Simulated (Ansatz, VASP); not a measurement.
**ScPdC4: VASP beside Ansatz**

```
Sc Pd C
1.0
     0.00000    3.11214    3.11214
     3.11214    0.00000    3.11214
     3.11214    3.11214    0.00000
Sc Pd C
1 1 4
Direct
  0.00000 0.00000 0.00000
  0.75000 0.75000 0.75000
  0.37500 0.87500 0.37500
  0.37500 0.37500 0.87500
  0.37500 0.37500 0.37500
  0.87500 0.37500 0.37500
```

Alike in both runs: task relaxation of cell and atoms; functional PBE; k mesh 10 × 10 × 10; occupations gaussian, width 0.1 eV; no spin polarisation.

```csv
,VASP,Ansatz
version,VASP 6.6.1,Ansatz 0.2.0
potentials or method,"VASP PAW PBE potentials, release 64 (Sc_sv, Pd, C), cutoff 600 eV","scalar-relativistic, plane waves, PAW"
valence electrons in the cell,37,45
```

|  | VASP | Ansatz | Ansatz less VASP |
| --- | --- | --- | --- |
| gap on the k mesh at the Fermi level, each at its own relaxed structure (eV) | none | none | - |
| relaxed volume (Å³/atom) | 10.64 | 10.61 | -0.026 |
| relaxed cell length with the largest relative difference (Å) | 4.486 | 4.482 | -0.0037 |

A gap of «none» marks a metal or a gap that the smearing closes. VASP's potentials hold 37 valence electrons a cell and Ansatz's 45, so a difference there can come from the potentials and not from the codes.
